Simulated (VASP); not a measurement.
Dy3Be2Se: single point with PBE

Dy3Be2Se:

```
Dy Be Se
1.0
     5.04196    0.00000    0.00000
    -2.52098    4.36646    0.00000
     0.00000    0.00000    5.65332
Dy Be Se
3 2 1
Cartesian
  0.0000 2.9110 2.8267
  2.5210 1.4555 2.8267
  0.0000 0.0000 0.0000
  0.0000 2.9110 0.0000
  2.5210 1.4555 0.0000
  0.0000 0.0000 2.8267
```

The cell was generated, and may not be a known phase.

```json
{
  "Program": "VASP 6.6.1",
  "Task": "single point",
  "Functional": "PBE",
  "Potentials or basis": "VASP PAW PBE potentials, release 64 (Dy_3, Be, Se), 4f in core",
  "Cutoff": "600 eV",
  "k mesh": "6 × 6 × 2",
  "Occupations": "gaussian, width 0.1 eV",
  "Spin": "no spin polarisation"
}
```

| Property | Result |
| --- | --- |
| Pressure | 0.4 GPa |
| Band gap on the k mesh | zero (an odd number of electrons rules out a gap without spin polarisation) |

Stress tensor (GPa, compression positive):
```
0.51 0.00 0.00
0.00 0.51 0.00
0.00 0.00 0.31
```

Levels at points of the mesh, in eV from the Fermi level:
| k point | band 14 | band 15 | band 16 | band 17 | band 18 | band 19 | band 20 | band 21 | band 22 | band 23 |
| --- | --- | --- | --- | --- | --- | --- | --- | --- | --- | --- |
| (0.00, 0.00, 0.00) | -4.16 | -1.61 | -1.61 | -0.25 | 0.02 | 0.21 | 0.21 | 0.34 | 0.34 | 0.41 |
| (0.50, 0.00, 0.00) | -4.16 | -3.68 | -1.40 | -1.34 | -1.04 | -0.53 | 0.06 | 0.91 | 1.10 | 1.60 |
| (0.00, 0.00, 0.50) | -4.23 | -2.62 | -2.22 | -2.22 | 0.29 | 0.87 | 1.23 | 1.23 | 1.40 | 1.83 |
| (0.50, 0.00, 0.50) | -3.62 | -3.34 | -1.97 | -1.55 | -1.44 | -0.16 | 0.12 | 0.80 | 1.08 | 2.52 |

Run time: 30 s on 1 thread of Intel(R) Xeon(R) 6975P-C (Granite Rapids) (shared host), peak memory 0.29 GiB.

Caveat: the k points lie up to 0.56 Å⁻¹ apart, too coarse for converged energies and pressures of a metal; spin-orbit coupling is left out, which moves the levels of the heavy elements; the 4f electrons are frozen in the core, so they carry no moment and show no levels; the run has no spin polarisation, though such a crystal can be magnetic. Spin polarisation is off, so any magnetic state and its effect on volume and gap are missing.
